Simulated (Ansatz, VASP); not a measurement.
# One calculation of AlN, two programs

File INCAR:

```
PREC     = Accurate       # precision mode
ENCUT    = 520            # plane-wave cutoff, eV
EDIFF    = 1E-6           # SCF threshold, eV
ISMEAR   = 0              # smearing method
SIGMA    = 0.05           # smearing width, eV
LREAL    = False          # projectors in reciprocal space
LASPH    = True           # aspherical terms in the spheres
NELM     = 60             # most SCF steps
ALGO     = Normal         # electronic algorithm
ISIF     = 2              # what is computed and relaxed
LWAVE    = False          # write WAVECAR
LCHARG   = False          # write CHGCAR
GGA      = CA             # functional
IBRION   = 2              # ionic algorithm
NSW      = 50             # ionic steps
EDIFFG   = -0.01          # ionic threshold
```

The input KPOINTS:

```
Automatic mesh
0
Gamma
  9 9 6
```

The input POSCAR:

```
AlN
1.0
    2.9960000000      0.0000000000      0.0000000000
   -1.4980000000      2.5946121098      0.0000000000
    0.0000000000      0.0000000000      4.3504000000
Al N
2 2
Direct
    0.3333333333      0.6666666667      0.0015210172
    0.6666666667      0.3333333333      0.5015210172
    0.3333333333      0.6666666667      0.3834789828
    0.6666666667      0.3333333333      0.8834789828
```

Input for Ansatz:

```yaml
crystal:
  lattice:
    - [2.996, 0.0, 0.0]
    - [-1.498, 2.5946121098, 0.0]
    - [0.0, 0.0, 4.3504]
  atoms:
    - { symbol: Al, position: [0.3333333333, 0.6666666667, 0.0015210172] }
    - { symbol: Al, position: [0.6666666667, 0.3333333333, 0.5015210172] }
    - { symbol: "N", position: [0.3333333333, 0.6666666667, 0.3834789828] }
    - { symbol: "N", position: [0.6666666667, 0.3333333333, 0.8834789828] }
basis:
  ecutwfc: 520.0
kpoints:
  mp_grid: { grid: [9, 9, 6] }
hamiltonian:
  xc: lda
  pseudopotentials: { kind: paw, azcp: { folder: soft_1 } }
scf:
  occupations: { method: gaussian, width: 0.05 }
output:
  forces: true
  stress: true
  eigenvalues: true
  write_density: true
  write_potential: true
  elf: true
  volumetric_format: npy
relax:
  adjacent_minimum: "off"
  f_tol: 0.01
  max_steps: 30
```

Alike in both runs: task relaxation of the atoms; functional LDA; k mesh 9 × 9 × 6; occupations gaussian, width 0.05 eV; no spin polarisation.

```csv
,VASP,Ansatz
version,VASP 6.6.1,Ansatz 0.2.0
potentials or method,"VASP PAW LDA potentials, release 64 (Al, N), cutoff 520 eV","scalar-relativistic, plane waves, PAW"
valence electrons in the cell,16,16
```

|  | VASP | Ansatz | Ansatz less VASP |
| --- | --- | --- | --- |
| gap on the k mesh at the Fermi level, each at its own relaxed structure (eV) | 4.65 | 4.67 | +0.020 |

Ansatz warns that its potentials were made for another functional, while VASP's fit it. LDA's correlation is that of Perdew and Zunger in VASP and of Perdew and Wang (1992) in Ansatz. Ansatz's warnings: stress scf threshold loose.
